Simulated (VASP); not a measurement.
# AlN (P1) in VASP: notebook, part 2 of 2

VASP 6.6.1. The steps go on from the part before.

**4. Single point, r2SCAN (atom 3 (N) moved by (-0.300, -0.600) A along x and y)**

POSCAR reads:

```
AlN
1.0
    3.1110021516      0.0000000000      0.0000000000
   -1.5555010758      2.6942068945      0.0000000000
    0.0000000000      0.0000000000      4.9780000000
Al N
2 2
Direct
    0.3333333333      0.6666666667      0.0000000000
    0.6666666667      0.3333333333      0.5000000000
    0.1255513615      0.4439666204      0.3850000000
    0.6666666667      0.3333333333      0.8850000000
```

INCAR.step1 reads:

```
SYSTEM = AlN
  ALGO = Normal
  EDIFF = 1E-4
  ENCUT = 520
  GGA = PE
  ISMEAR = 0
  LASPH = .TRUE.
  LCHARG = .FALSE.
  LREAL = .FALSE.
  LWAVE = .TRUE.
  NBANDS = 16
  NELM = 80
  PREC = Accurate
  SIGMA = 0.05
```

INCAR.step2 reads:

```
SYSTEM = AlN
  ALGO = Normal
  EDIFF = 1E-7
  ENCUT = 520
  ISIF = 2
  ISMEAR = 0
  ISTART = 1
  LASPH = .TRUE.
  LCHARG = .FALSE.
  LMIXTAU = .TRUE.
  LREAL = .FALSE.
  LWAVE = .FALSE.
  METAGGA = R2SCAN
  NBANDS = 16
  NELM = 80
  PREC = Accurate
  SIGMA = 0.05
```

KPOINTS reads:

```
k-points
0
G
  12 12 6
  0 0 0
```

Potentials or basis: VASP PAW PBE potentials, release 64 (Al, N).

Started as:

```console
$ cat potpaw_PBE.64/Al/POTCAR potpaw_PBE.64/N/POTCAR > POTCAR
$ cp INCAR.step1 INCAR
$ mpirun -np 1 vasp_std > vasp.out
$ cp INCAR.step2 INCAR
$ mpirun -np 1 vasp_std > vasp.out
```

OUTCAR:

```text
SYSTEM = AlN
   EDIFF = 1E-7
   ENCUT = 520
   ISIF = 2
   ISMEAR = 0
   ISTART = 1
   LASPH = .TRUE.
   LREAL = .FALSE.
   METAGGA = R2SCAN
   NELM = 80
   PREC = Accurate

 ion  position               nearest neighbor table
   1  0.333  0.667  0.000-   4 1.89   4 1.89   4 1.89   3 2.03   2 3.07   2 3.07   2 3.07   2 3.07
                             2 3.07   2 3.07
   2  0.667  0.333  0.500-   3 1.41   4 1.92   3 1.96   3 2.48   1 3.07   1 3.07   1 3.07   1 3.07
                             1 3.07   1 3.07
   3  0.126  0.444  0.385-   2 1.41   2 1.96   1 2.03   2 2.48
   4  0.667  0.333  0.885-   1 1.89   1 1.89   1 1.89   2 1.92

  LATTYP: Found a hexagonal cell.
 ALAT       =     3.1110021516
 C/A-ratio  =     1.6001274694

  Lattice vectors:

 A1 = (   3.1110021516,   0.0000000000,   0.0000000000)
 A2 = (  -1.5555010758,   2.6942068945,   0.0000000000)
 A3 = (   0.0000000000,   0.0000000000,   4.9780000000)

Analysis of symmetry for initial positions (statically):
=====================================================================
 Subroutine PRICEL returns:
 Original cell was already a primitive cell.

 Routine SETGRP: Setting up the symmetry group for a
 hexagonal supercell.

 Subroutine GETGRP returns: Found  1 space group operations
 (whereof  1 operations were pure point group operations)
 out of a pool of 24 trial point group operations.

The static configuration has the point symmetry C_1 .

Analysis of symmetry for dynamics (positions and initial velocities):
=====================================================================
 Subroutine PRICEL returns:
 Original cell was already a primitive cell.

 Routine SETGRP: Setting up the symmetry group for a
 hexagonal supercell.

 Subroutine GETGRP returns: Found  1 space group operations
 (whereof  1 operations were pure point group operations)
 out of a pool of 24 trial point group operations.

The dynamic configuration has the point symmetry C_1 .

 Subroutine INISYM returns: Found  1 space group operations
 (whereof  1 operations are pure point group operations),
 and found     1 'primitive' translations

----------------------------------------------------------------------------------------

                                     Primitive cell

  volume of cell :      41.7240

  direct lattice vectors                    reciprocal lattice vectors
     3.111002152  0.000000000  0.000000000     0.321439829  0.185583372  0.000000000
    -1.555501076  2.694206895  0.000000000     0.000000000  0.371166744  0.000000000
     0.000000000  0.000000000  4.978000000     0.000000000  0.000000000  0.200883889

  length of vectors
     3.111002152  3.111002152  4.978000000     0.371166744  0.371166744  0.200883889

  position of ions in fractional coordinates (direct lattice)
     0.333333333  0.666666667  0.000000000
     0.666666667  0.333333333  0.500000000
     0.125551362  0.443966620  0.385000000
     0.666666667  0.333333333  0.885000000

  ion indices of the primitive-cell ions
   primitive index   ion index
                 1           1
                 2           2
                 3           3
                 4           4

----------------------------------------------------------------------------------------

 KPOINTS: k-points

[... 25 lines left out ...]
  0.083333  0.000000  0.000000      2.000000
  0.000000  0.083333  0.000000      2.000000
 -0.083333  0.083333  0.000000      2.000000
  0.166667 -0.000000  0.000000      2.000000
  0.000000  0.166667  0.000000      2.000000
[... 16 lines left out ...]
  0.166667  0.083333  0.000000      2.000000
 -0.083333  0.250000  0.000000      2.000000
 [... further k-points ...]
   k-points           NKPTS =    436   k-points in BZ     NKDIM =    436   number of bands    NBANDS=     16
   number of dos      NEDOS =    301   number of ions     NIONS =      4
   total plane-waves  NPLWV =  23040
   dimension x,y,z NGX =    24 NGY =   24 NGZ =   40
   dimension x,y,z NGXF=    48 NGYF=   48 NGZF=   80
   ions per type =               2   2
   NGX,Y,Z   is equivalent  to a cutoff of  12.83, 12.83, 13.36 a.u.
   NGXF,Y,Z  is equivalent  to a cutoff of  25.65, 25.65, 26.72 a.u.
 SYSTEM =  AlN
   PREC   = accura    normal or accurate (medium, high low for compatibility)
   ISTART =      1    job   : 0-new  1-cont  2-samecut
   ICHARG =      0    charge: 1-file 2-atom 10-const
   ISPIN  =      1    spin polarized calculation?
   LNONCOLLINEAR =      F non collinear calculations
   LSORBIT =      F    spin-orbit coupling
   LASPH  =      T    aspherical Exc in radial PAW
   ENCUT  =  520.0 eV  38.22 Ry    6.18 a.u.   5.78  5.78  9.26*2*pi/ulx,y,z
   NELM   =     80;   NELMIN=  2; NELMDL=  0     # of ELM steps
   EDIFF  = 0.1E-06   stopping-criterion for ELM
   LREAL  =      F    real-space projection
   EDIFFG = 0.1E-05   stopping-criterion for IOM
   NSW    =      0    number of steps for IOM
   IBRION =     -1    ionic relax: 0-MD 1-quasi-New 2-CG
   NFREE  =      0    steps in history (QN), initial steepest desc. (CG)
   ISIF   =      2    stress and relaxation
   ISYM   =      2    0-nonsym 1-usesym 2-fastsym
   POTIM  = 0.5000    time-step for ionic-motion
   TEBEG  =    0.0;   TEEND  =   0.0 temperature during run
   PSTRESS=    0.0 pullay stress
   NELECT =      16.0000    total number of electrons
   NUPDOWN=      -1.0000    fix difference up-down
   EMIN   =  10.00;   EMAX   =-10.00  energy-range for DOS
   EFERMI =   0.00;   METHOD = LEGACY
   ISMEAR =     0;   SIGMA  =   0.05  broadening in eV -4-tet -1-fermi 0-gaus
   EFERMI_NEDOS =   21; number of points for ismear=-14 and -15
   IALGO  =     38    algorithm
   IMIX   =      4    mixing-type and parameters
     AMIX     =   0.40;   BMIX     =  1.00
     AMIX_MAG =   1.60;   BMIX_MAG =  1.00
  volume/ion in A,a.u.               =      10.43        70.39
  Fermi-wavevector in a.u.,A,eV,Ry     =   1.189377  2.247596 19.247033  1.414617
  Thomas-Fermi vector in A             =   2.325485
   LORBIT       =      0    0 simple, 1 ext, 2 COOP (PROOUT), +10 PAW based schemes
   METAGGA = R2SCAN    functional components
   LHFCALC =     F    Hartree Fock is set to
   AEXX    =    0.0000 exact exchange contribution
   IVDW    =     0    specifies the selected vdW correction
   LEPSILON=     F    determine dielectric tensor
   LRPA    =     F    only Hartree local field effects (RPA)
 non-spin polarized calculation
 Gauss-broadening in eV      SIGMA  =   0.05
  energy-cutoff  :      520.00
  volume of cell :       41.72
 maximum number of plane-waves:      1152
   NGX = 11   NGY = 11   NGZ = 19

 number of electron      15.9999999 magnetization

 Free energy of the ion-electron system (eV)
  ---------------------------------------------------
  ext. energy  EPLUGINS =         0.00000000
  ---------------------------------------------------
  free energy    TOTEN  =       -33.98925994 eV

  energy without entropy =      -33.98925994  energy(sigma->0) =      -33.98925994

 E-fermi :   6.7307     XC(G=0): -11.3759

 val. band max:        6.4757731323   @ k =   0.0000   0.0000   0.0000
 cond. band min:      10.0872124121   @ k =   0.0000   0.0000   0.0000
 fundamental gap:      3.6114392798
 Fermi energy:         6.7307384307

 k-point     1 :       0.0000    0.0000    0.0000
  band No.  band energies     occupation
      1     -10.0953      2.00000
      2      -7.9641      2.00000
      3      -0.1518      2.00000
      4       4.3305      2.00000
      5       5.1363      2.00000
      6       5.4680      2.00000
[... 433 lines left out ...]
      3       0.5129      2.00000
      4       2.6383      2.00000
      5       3.6892      2.00000
      6       4.6676      2.00000
[... 8 lines left out ...]
     15      20.2488      0.00000
     16      21.0081      0.00000

 [... further k-points ...]

------------------------ aborting loop because EDIFF is reached ----------------------------------------

  FORCE on cell =-STRESS in cart. coord.  units (eV):
  Direction    XX          YY          ZZ          XY          YZ          ZX
  --------------------------------------------------------------------------------------
  -------------------------------------------------------------------------------------
  Total       21.8880066     -1.0760938      4.1733755      5.0604236     -1.3701902    -10.6397573
  in kB      840.4863151    -41.3213541    160.2551155    194.3172290    -52.6144830   -408.5602942
  external PRESSURE =     319.8066922 kB  Pullay stress =       0.0000000 kB

 VOLUME and BASIS-vectors are now :
 -----------------------------------------------------------------------------
  energy-cutoff  :      520.00
  volume of cell :       41.72
      direct lattice vectors                 reciprocal lattice vectors
     3.111002152  0.000000000  0.000000000     0.321439829  0.185583372  0.000000000
    -1.555501076  2.694206895  0.000000000     0.000000000  0.371166744  0.000000000
     0.000000000  0.000000000  4.978000000     0.000000000  0.000000000  0.200883889

 POSITION                                       TOTAL-FORCE (eV/Angst)
 -----------------------------------------------------------------------------------
     -0.00000      1.79614      0.00000        -0.427399     -1.027279      0.797128
      1.55550      0.89807      2.48900       -20.009518     -5.116413      8.838574
     -0.30000      1.19614      1.91653        21.011226      6.373792     -9.226586
      1.55550      0.89807      4.40553        -0.574309     -0.230100     -0.409116
 -----------------------------------------------------------------------------------
    total drift:                                0.000403      0.000386     -0.001927

  FREE ENERGIE OF THE ION-ELECTRON SYSTEM (eV)
  ---------------------------------------------------
  free  energy   TOTEN  =       -33.9892599404 eV

  energy  without entropy=      -33.9892599404  energy(sigma->0) =      -33.98925994
```

Run time: 25 min. Hardware: 1 thread of Oxide Virtual Turin-like, shared host; peak memory 0.32 GiB.

What came out:

```yaml
Free_energy: -33.9893 eV
Pressure: 32.0 GPa
Largest_force: 23.817 eV/Å
Band_gap_on_the_k_mesh: 3.61 eV, direct
```

Forces on the atoms (eV/Å):
```
Al   -0.427  -1.027   0.797
Al  -20.010  -5.116   8.839
N    21.011   6.374  -9.227
N    -0.574  -0.230  -0.409
```

Stress tensor (GPa, compression positive):
```
 84.05  19.43 -40.86
 19.43  -4.13  -5.26
-40.86  -5.26  16.03
```

Caveat: the cell differs from its parent crystal (atom 3 (N) moved by (-0.300, -0.600) A along x and y); the PAW data sets were made with another functional, which shifts forces and pressure a little. A k mesh can miss the band edges.
